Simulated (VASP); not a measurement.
# Li2Nb (P6/mmm) in VASP: notebook

The runs below take Li2Nb through single point, with PBE.

Everything below comes from runs of VASP 6.6.1. Logs are shortened: lines on timing, memory, paths and dates and some standing lists are left out, and cuts for length are marked.

## (1) The cell of the first run

The structure is hexagonal, space group P6/mmm (No. 191). The conventional cell has a = 2.724 Å, b = 2.724 Å, c = 5.474 Å, α = 90.00°, β = 90.00°, γ = 120.00°. Within 2.3 Å of Li (site symmetry 6mm) lie 1 Li at 1.76 Å and 1 Nb at 1.86 Å. Nb (site symmetry 6/mmm) has 2 Li at 1.86 Å within 2.5 Å.

## (2) Single point, PBE (11.73 Å³/atom)

INCAR reads:

```
PREC = Accurate ; ENCUT = 520
EDIFF = 1E-6 ; ISMEAR = -1
SIGMA = 0.05 ; LREAL = F
LASPH = T ; NELM = 100
ALGO = Normal ; ISIF = 2
LWAVE = F ; LCHARG = F
GGA = PE ; NBANDS = 16
```

KPOINTS reads:

```
regular mesh
0
Gamma
  11 11 5
```

POSCAR reads:

```
Li2Nb
1.0
    2.7241593785      0.0000000000      0.0000000000
   -1.3620796893      2.3591912204      0.0000000000
    0.0000000000      0.0000000000      5.4744544279
Li Nb
2 1
Direct
    0.0000000000      0.0000000000      0.1605760300
    0.0000000000      0.0000000000      0.8394239700
    0.0000000000      0.0000000000      0.5000000000
```

Potentials or basis: VASP PAW PBE potentials, release 64 (Li_sv, Nb_sv).

Started as:

```bash
$ cat potpaw_PBE.64/Li_sv/POTCAR potpaw_PBE.64/Nb_sv/POTCAR > POTCAR
$ mpirun -np 1 vasp_std > vasp.out
```

OUTCAR:

```text
PREC = Accurate
   ENCUT = 520
   EDIFF = 1E-6
   ISMEAR = -1
   LREAL = F
   LASPH = T
   NELM = 100
   ISIF = 2
   GGA = PE

 ion  position               nearest neighbor table
   1  0.000  0.000  0.161-   2 1.76   3 1.86
   2  0.000  0.000  0.839-   1 1.76   3 1.86
   3  0.000  0.000  0.500-   1 1.86   2 1.86

  LATTYP: Found a hexagonal cell.
 ALAT       =     2.7241593785
 C/A-ratio  =     2.0095940315

  Lattice vectors:

 A1 = (   2.7241593785,   0.0000000000,   0.0000000000)
 A2 = (  -1.3620796893,   2.3591912204,   0.0000000000)
 A3 = (   0.0000000000,   0.0000000000,   5.4744544279)

Analysis of symmetry for initial positions (statically):
=====================================================================
 Subroutine PRICEL returns:
 Original cell was already a primitive cell.

 Routine SETGRP: Setting up the symmetry group for a
 hexagonal supercell.

 Subroutine GETGRP returns: Found 24 space group operations
 (whereof 24 operations were pure point group operations)
 out of a pool of 24 trial point group operations.

The static configuration has the point symmetry D_6h.

Analysis of symmetry for dynamics (positions and initial velocities):
=====================================================================
 Subroutine PRICEL returns:
 Original cell was already a primitive cell.

 Routine SETGRP: Setting up the symmetry group for a
 hexagonal supercell.

 Subroutine GETGRP returns: Found 24 space group operations
 (whereof 24 operations were pure point group operations)
 out of a pool of 24 trial point group operations.

The dynamic configuration has the point symmetry D_6h.

 Subroutine INISYM returns: Found 24 space group operations
 (whereof 24 operations are pure point group operations),
 and found     1 'primitive' translations

----------------------------------------------------------------------------------------

                                     Primitive cell

  volume of cell :      35.1833

  direct lattice vectors                    reciprocal lattice vectors
     2.724159379  0.000000000  0.000000000     0.367085717  0.211937038  0.000000000
    -1.362079689  2.359191220  0.000000000     0.000000000  0.423874077  0.000000000
     0.000000000  0.000000000  5.474454428     0.000000000  0.000000000  0.182666604

  length of vectors
     2.724159379  2.724159374  5.474454428     0.423874076  0.423874077  0.182666604

  position of ions in fractional coordinates (direct lattice)
     0.000000000  0.000000000  0.160576030
     0.000000000  0.000000000  0.839423970
     0.000000000  0.000000000  0.500000000

  ion indices of the primitive-cell ions
   primitive index   ion index
                 1           1
                 2           2
                 3           3

----------------------------------------------------------------------------------------

 KPOINTS: regular mesh

Automatic generation of k-mesh.
 Grid dimensions read from file:
 generate k-points for:   11   11    5

 Generating k-lattice:

  Cartesian coordinates                     Fractional coordinates (reciprocal lattice)
     0.033371429  0.019267003  0.000000000     0.090909091  0.000000000  0.000000000
     0.000000000  0.038534007  0.000000000     0.000000000  0.090909091  0.000000000
     0.000000000  0.000000000  0.036533321     0.000000000  0.000000000  0.200000000

  Length of vectors
     0.038534007  0.038534007  0.036533321

  Shift w.r.t. Gamma in fractional coordinates (k-lattice)
     0.000000000  0.000000000  0.000000000

 Subroutine IBZKPT returns following result:
 ===========================================

 Found     48 irreducible k-points:

 Following reciprocal coordinates:
            Coordinates               Weight
  0.000000  0.000000  0.000000      1.000000
  0.090909  0.000000  0.000000      6.000000
  0.181818  0.000000  0.000000      6.000000
  0.272727  0.000000  0.000000      6.000000
  0.363636  0.000000  0.000000      6.000000
  0.454545 -0.000000  0.000000      6.000000
[... 16 lines left out ...]
  0.090909  0.090909  0.200000     12.000000
  0.181818  0.090909  0.200000     24.000000
 [... further k-points ...]
   k-points           NKPTS =     48   k-points in BZ     NKDIM =     48   number of bands    NBANDS=     16
   number of dos      NEDOS =    301   number of ions     NIONS =      3
   total plane-waves  NPLWV =  16800
   dimension x,y,z NGX =    20 NGY =   20 NGZ =   42
   dimension x,y,z NGXF=    40 NGYF=   40 NGZF=   84
   ions per type =               2   1
   NGX,Y,Z   is equivalent  to a cutoff of  12.21, 12.21, 12.75 a.u.
   NGXF,Y,Z  is equivalent  to a cutoff of  24.41, 24.41, 25.51 a.u.
 SYSTEM =  unknown system
   PREC   = accura    normal or accurate (medium, high low for compatibility)
   ISTART =      0    job   : 0-new  1-cont  2-samecut
   ICHARG =      2    charge: 1-file 2-atom 10-const
   ISPIN  =      1    spin polarized calculation?
   LNONCOLLINEAR =      F non collinear calculations
   LSORBIT =      F    spin-orbit coupling
   LASPH  =      T    aspherical Exc in radial PAW
   ENCUT  =  520.0 eV  38.22 Ry    6.18 a.u.   5.07  5.07 10.18*2*pi/ulx,y,z
   NELM   =    100;   NELMIN=  2; NELMDL= -5     # of ELM steps
   EDIFF  = 0.1E-05   stopping-criterion for ELM
   LREAL  =      F    real-space projection
   EDIFFG = 0.1E-04   stopping-criterion for IOM
   NSW    =      0    number of steps for IOM
   IBRION =     -1    ionic relax: 0-MD 1-quasi-New 2-CG
   NFREE  =      0    steps in history (QN), initial steepest desc. (CG)
   ISIF   =      2    stress and relaxation
   ISYM   =      2    0-nonsym 1-usesym 2-fastsym
   POTIM  = 0.5000    time-step for ionic-motion
   TEBEG  =    0.0;   TEEND  =   0.0 temperature during run
   PSTRESS=    0.0 pullay stress
   NELECT =      19.0000    total number of electrons
   NUPDOWN=      -1.0000    fix difference up-down
   EMIN   =  10.00;   EMAX   =-10.00  energy-range for DOS
   EFERMI =   0.00;   METHOD = LEGACY
   ISMEAR =    -1;   SIGMA  =   0.05  broadening in eV -4-tet -1-fermi 0-gaus
   EFERMI_NEDOS =   21; number of points for ismear=-14 and -15
   IALGO  =     38    algorithm
   IMIX   =      4    mixing-type and parameters
     AMIX     =   0.40;   BMIX     =  1.00
     AMIX_MAG =   1.60;   BMIX_MAG =  1.00
  volume/ion in A,a.u.               =      11.73        79.14
  Fermi-wavevector in a.u.,A,eV,Ry     =   1.333155  2.519297 24.181652  1.777301
  Thomas-Fermi vector in A             =   2.462035
   LORBIT       =      0    0 simple, 1 ext, 2 COOP (PROOUT), +10 PAW based schemes
   GGA     = PE    functional components
   LHFCALC =     F    Hartree Fock is set to
   AEXX    =    0.0000 exact exchange contribution
   IVDW    =     0    specifies the selected vdW correction
   LEPSILON=     F    determine dielectric tensor
   LRPA    =     F    only Hartree local field effects (RPA)
 non-spin polarized calculation
  energy-cutoff  :      520.00
  volume of cell :       35.18
 maximum number of plane-waves:       959
   NGX = 11   NGY = 11   NGZ = 21

 number of electron      19.0000000 magnetization

 Free energy of the ion-electron system (eV)
  ---------------------------------------------------
  ext. energy  EPLUGINS =         0.00000000
  ---------------------------------------------------
  free energy    TOTEN  =        -8.12506210 eV

  energy without entropy =       -8.11024096  energy(sigma->0) =       -8.11765153

 E-fermi :   8.2611     XC(G=0): -10.8642

 val. band max:        8.2324918682   @ k =   0.1818   0.0000   0.0000
 cond. band min:       8.2698790925   @ k =   0.2727   0.0909   0.0000
 fundamental gap:      0.0373872243
 Fermi energy:         8.2610902109

 k-point     1 :       0.0000    0.0000    0.0000
  band No.  band energies     occupation
      1     -46.7903      2.00000
      2     -39.7197      2.00000
      3     -39.4294      2.00000
      4     -23.3548      2.00000
      5     -21.5438      2.00000
      6     -21.5438      2.00000
[... 8 lines left out ...]
     15      21.6009      0.00000
     16      21.6150      0.00000

 k-point     2 :       0.0909    0.0000    0.0000
  band No.  band energies     occupation
      1     -46.7631      2.00000
      2     -39.7157      2.00000
      3     -39.4260      2.00000
      4     -23.3299      2.00000
      5     -21.7158      2.00000
      6     -21.5815      2.00000
[... 8 lines left out ...]
     15      20.5285      0.00000
     16      21.0300      0.00000

 k-point     3 :       0.1818    0.0000    0.0000
  band No.  band energies     occupation
      1     -46.6893      2.00000
      2     -39.7051      2.00000
      3     -39.4172      2.00000
      4     -23.2627      2.00000
      5     -22.1625      2.00000
      6     -21.6811      2.00000
[... 8 lines left out ...]
     15      18.2893      0.00000
     16      19.8888      0.00000

 k-point     4 :       0.2727    0.0000    0.0000
  band No.  band energies     occupation
      1     -46.5910      2.00000
      2     -39.6914      2.00000
      3     -39.4057      2.00000
      4     -23.1732      2.00000
      5     -22.7196      2.00000
      6     -21.8089      2.00000
[... 8 lines left out ...]
     15      15.9536      0.00000
     16      18.8095      0.00000

 k-point     5 :       0.3636    0.0000    0.0000
  band No.  band energies     occupation
      1     -46.4988      2.00000
      2     -39.6787      2.00000
      3     -39.3951      2.00000
      4     -23.2080      2.00000
      5     -23.0896      2.00000
      6     -21.9238      2.00000
[... 8 lines left out ...]
     15      14.1830      0.00000
     16      17.9094      0.00000

 k-point     6 :       0.4545   -0.0000    0.0000
  band No.  band energies     occupation
      1     -46.4432      2.00000
      2     -39.6712      2.00000
      3     -39.3889      2.00000
      4     -23.4890      2.00000
      5     -23.0392      2.00000
      6     -21.9910      2.00000
[... 8 lines left out ...]
     15      14.8921      0.00000
     16      16.6612      0.00000

 k-point     7 :       0.0909    0.0909    0.0000
  band No.  band energies     occupation
      1     -46.7126      2.00000
      2     -39.7084      2.00000
      3     -39.4200      2.00000
      4     -23.2839      2.00000
      5     -22.0136      2.00000
      6     -21.6616      2.00000
[... 8 lines left out ...]
     15      19.4069      0.00000
     16      19.4960      0.00000

 k-point     8 :       0.1818    0.0909    0.0000
  band No.  band energies     occupation
      1     -46.6264      2.00000
      2     -39.6963      2.00000
      3     -39.4098      2.00000
      4     -23.2054      2.00000
      5     -22.4880      2.00000
      6     -21.8031      2.00000
[... 8 lines left out ...]
     15      16.9877      0.00000
     16      18.4949      0.00000

 k-point     9 :       0.2727    0.0909    0.0000
  band No.  band energies     occupation
      1     -46.5309      2.00000
      2     -39.6831      2.00000
      3     -39.3988      2.00000
      4     -23.1187      2.00000
      5     -22.9814      2.00000
      6     -21.9547      2.00000
[... 8 lines left out ...]
     15      14.8008      0.00000
     16      17.7520      0.00000
[... 172 lines left out ...]
 k-point    19 :       0.1818    0.0000    0.2000
  band No.  band energies     occupation
      1     -46.6888      2.00000
      2     -39.7502      2.00000
      3     -39.3711      2.00000
      4     -23.2666      2.00000
      5     -22.1624      2.00000
      6     -21.6811      2.00000
[... 8 lines left out ...]
     15      18.3607      0.00000
     16      20.1560      0.00000

 k-point    20 :       0.2727    0.0000    0.2000
  band No.  band energies     occupation
      1     -46.5905      2.00000
      2     -39.7361      2.00000
      3     -39.3600      2.00000
      4     -23.1771      2.00000
      5     -22.7196      2.00000
      6     -21.8089      2.00000
[... 8 lines left out ...]
     15      16.0924      0.00000
     16      18.6874      0.00000

 k-point    21 :       0.3636    0.0000    0.2000
  band No.  band energies     occupation
      1     -46.4983      2.00000
      2     -39.7231      2.00000
      3     -39.3498      2.00000
      4     -23.2080      2.00000
      5     -23.0934      2.00000
      6     -21.9238      2.00000
[... 8 lines left out ...]
     15      14.7843      0.00000
     16      17.3729      0.00000

 k-point    22 :       0.4545   -0.0000    0.2000
  band No.  band energies     occupation
      1     -46.4426      2.00000
      2     -39.7154      2.00000
      3     -39.3437      2.00000
      4     -23.4889      2.00000
      5     -23.0430      2.00000
      6     -21.9910      2.00000
[... 8 lines left out ...]
     15      15.3610      0.00000
     16      17.0391      0.00000

 k-point    23 :       0.0909    0.0909    0.2000
  band No.  band energies     occupation
      1     -46.7120      2.00000
      2     -39.7536      2.00000
      3     -39.3738      2.00000
      4     -23.2878      2.00000
      5     -22.0136      2.00000
      6     -21.6616      2.00000
[... 8 lines left out ...]
     15      19.3400      0.00000
     16      19.6876      0.00000

 k-point    24 :       0.1818    0.0909    0.2000
  band No.  band energies     occupation
      1     -46.6259      2.00000
      2     -39.7411      2.00000
      3     -39.3640      2.00000
      4     -23.2093      2.00000
      5     -22.4879      2.00000
      6     -21.8031      2.00000
[... 8 lines left out ...]
     15      17.1872      0.00000
     16      18.5434      0.00000

 [... further k-points ...]

------------------------ aborting loop because EDIFF is reached ----------------------------------------

  FORCE on cell =-STRESS in cart. coord.  units (eV):
  Direction    XX          YY          ZZ          XY          YZ          ZX
  --------------------------------------------------------------------------------------
  -------------------------------------------------------------------------------------
  Total        1.4764704      1.4764704     25.4422656     -0.0000000      0.0000000      0.0000000
  in kB       67.2355307     67.2355304   1158.5902332     -0.0000000      0.0000000      0.0000000
  external PRESSURE =     431.0204314 kB  Pullay stress =       0.0000000 kB

 VOLUME and BASIS-vectors are now :
 -----------------------------------------------------------------------------
  energy-cutoff  :      520.00
  volume of cell :       35.18
      direct lattice vectors                 reciprocal lattice vectors
     2.724159379  0.000000000  0.000000000     0.367085717  0.211937038  0.000000000
    -1.362079689  2.359191220  0.000000000     0.000000000  0.423874077  0.000000000
     0.000000000  0.000000000  5.474454428     0.000000000  0.000000000  0.182666604

 POSITION                                       TOTAL-FORCE (eV/Angst)
 -----------------------------------------------------------------------------------
      0.00000      0.00000      0.87907        -0.000000      0.000000     -3.917577
      0.00000      0.00000      4.59539         0.000000     -0.000000      3.917577
      0.00000      0.00000      2.73723         0.000000      0.000000      0.000000
 -----------------------------------------------------------------------------------
    total drift:                               -0.000000      0.000000      0.000000

  FREE ENERGIE OF THE ION-ELECTRON SYSTEM (eV)
  ---------------------------------------------------
  free  energy   TOTEN  =        -8.1250621036 eV

  energy  without entropy=       -8.1102409604  energy(sigma->0) =       -8.11765153
```

It took 23 s on 1 thread of Intel Xeon Platinum 8259CL at 2.50GHz (Skylake/Cascade Lake), shared host; peak memory 0.15 GiB.

What came out:

| Item | Value |
| --- | --- |
| Free energy | -8.1251 eV |
| Largest force | 3.918 eV/Å |
| Band gap on the k mesh | zero (an odd number of electrons rules out a gap without spin polarisation) |

Forces on the atoms (eV/Å):
```
Li   0.000  0.000 -3.918
Li   0.000  0.000  3.918
Nb   0.000  0.000  0.000
```

Caveat: the cutoff is under 1.25 times the usual one of these potentials, so pressure, stress and relaxed cells hold a basis-set (Pulay) error; atoms lie so close that the PAW spheres overlap strongly, which falsifies energies and pressures; forces of over 1 eV/Å act on the atoms, so gaps and moduli don't describe the material at rest.

## (3) Single point, PBE (11.98 Å³/atom)

This run uses another cell than the first one, of 11.98 Å³/atom.

INCAR reads:

```
PREC     = Accurate       # precision mode
ENCUT    = 520            # plane-wave cutoff, eV
EDIFF    = 1E-7           # SCF threshold, eV
ISMEAR   = -1             # smearing method
SIGMA    = 0.05           # smearing width, eV
LREAL    = False          # projectors in reciprocal space
LASPH    = True           # aspherical terms in the spheres
NELM     = 80             # most SCF steps
ALGO     = Normal         # electronic algorithm
ISIF     = 2              # what is computed and relaxed
LWAVE    = False          # write WAVECAR
LCHARG   = True           # write CHGCAR
GGA      = PE             # functional
LELF     = True           # ELF
LVHAR    = True         
NBANDS   = 16             # bands
```

KPOINTS reads:

```
Automatic mesh
0
Gamma
  11 11 5
```

POSCAR reads:

```
Li2Nb
1.0
    2.7433442316      0.0000000000      0.0000000000
   -1.3716721158      2.3758057905      0.0000000000
    0.0000000000      0.0000000000      5.5130081941
Li Nb
2 1
Direct
    0.0000000000      0.0000000000      0.1605760300
    0.0000000000      0.0000000000      0.8394239700
    0.0000000000      0.0000000000      0.5000000000
```

Potentials or basis: VASP PAW PBE potentials, release 64 (Li_sv, Nb_sv).

Started as:

```bash
$ cat potpaw_PBE.64/Li_sv/POTCAR potpaw_PBE.64/Nb_sv/POTCAR > POTCAR
$ mpirun -np 1 vasp_std > vasp.out
```

It took 25 s on 1 thread of Intel Xeon Platinum 8259CL at 2.50GHz (Skylake/Cascade Lake), shared host; peak memory 0.15 GiB.

It converged, with:

| Quantity | Value |
| --- | --- |
| Free energy | -8.3196 eV |
| Largest force | 3.756 eV/Å |
| Band gap on the k mesh | zero (an odd number of electrons rules out a gap without spin polarisation) |

Forces on the atoms (eV/Å):
```
Li   0.000  0.000 -3.756
Li   0.000  0.000  3.756
Nb   0.000  0.000  0.000
```

Levels at points of the mesh, in eV from the Fermi level:
```
           k point  band 7  band 8  band 9  band 10  band 11  band 12  band 13  band 14
(0.00, 0.00, 0.00)   -5.55   -2.76   -0.75    -0.11     0.42     0.42     2.91     2.91
```

Caveat: the cutoff is under 1.25 times the usual one of these potentials, so pressure, stress and relaxed cells hold a basis-set (Pulay) error; atoms lie so close that the PAW spheres overlap strongly, which falsifies energies and pressures; forces of over 1 eV/Å act on the atoms, so gaps and moduli don't describe the material at rest.

(Continued in part 2 of 2.)
